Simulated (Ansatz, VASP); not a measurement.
## One calculation of CdSe, two programs

The input INCAR:

```
SYSTEM = CdSe
  PREC = Accurate
  ENCUT = 520
  EDIFF = 1E-6
  ISMEAR = -1
  SIGMA = 0.01
  LREAL = .FALSE.
  LASPH = .TRUE.
  NELM = 150
  ALGO = Normal
  ISIF = 2
  LWAVE = .FALSE.
  LCHARG = .FALSE.
  LNONCOLLINEAR = .TRUE.
  MAGMOM = 0 0 0 0 0 0
  LORBIT = 11
  LSORBIT = .TRUE.
  GGA_COMPAT = .FALSE.
  LORBMOM = .TRUE.
  GGA = PS
  NBANDS = 30
```

Contents of KPOINTS:

```
Automatic mesh
0
G
  6 6 6
  0 0 0
```

The input POSCAR:

```
CdSe
1.0
    3.0717275577      3.0717275577      0.0000000000
   -3.0717275577      3.0717275577      0.0000000000
    0.0000000000      3.0717275577      2.9963102374
Cd Se
1 1
Direct
    0.0000000000      0.0000000000      0.0000000000
    0.7500000000      0.2500000000      0.5000000000
```

Input for Ansatz:

```yaml
crystal:
  lattice:
    - [3.07172755774, 3.07172755774, 0.0]
    - [-3.07172755774, 3.07172755774, 0.0]
    - [0.0, 3.07172755774, 2.99631023738]
  atoms:
    - { symbol: Cd, position: [0.0, 0.0, 0.0] }
    - { symbol: Se, position: [0.75, 0.25, 0.5] }
kpoints:
  mp_grid: { grid: [6, 6, 6] }
scf:
  occupations: { method: fermi_dirac, width: 0.01 }
  convergence: { dr2_threshold: 1.0e-10 }
hamiltonian:
  xc: pbesol
  pseudopotentials: { kind: all_electron, lapw: { basis_error: 0.0005 } }
magnetization:
  noncollinear: true
  spin_orbit: true
output:
  forces: true
  stress: true
  eigenstates:
    kpoints:
      - [0.0, 0.0, 0.0]
      - [-0.5, -0.5, -0.5]
      - [-0.5, 0.5, 0.0]
      - [0.0, 0.0, -0.5]
      - [0.0, -0.5, -0.5]
      - [0.0, 0.5, 0.0]
      - [-0.5, 0.0, 0.0]
      - [-0.5, 0.0, -0.5]
  eigenvalues: true
```

Change from the starting cell: film at in-plane strain +0.01.

Alike in both runs: task single point; functional PBEsol; k mesh 6 × 6 × 6; occupations fermi-dirac, width 0.01 eV; non-collinear spin, spin-orbit coupling.

|  | VASP | Ansatz |
| --- | --- | --- |
| version | VASP 6.6.1 | Ansatz 0.2.0 |
| potentials or method | VASP PAW PBE potentials, release 64 (Cd, Se), cutoff 520 eV | all-electron LAPW |

```tsv
	VASP	Ansatz	Ansatz less VASP
pressure (GPa)	0.0	-0.3	-0.34
traceless stress, the component that is largest in VASP (GPa)	0.28	0.28	+0.005
net moment per atom (μB)	0.00	0.00	0.000
```

VASP's potentials were made for PBE, not for PBEsol. Ansatz ran all-electron here, and VASP with PAW potentials.
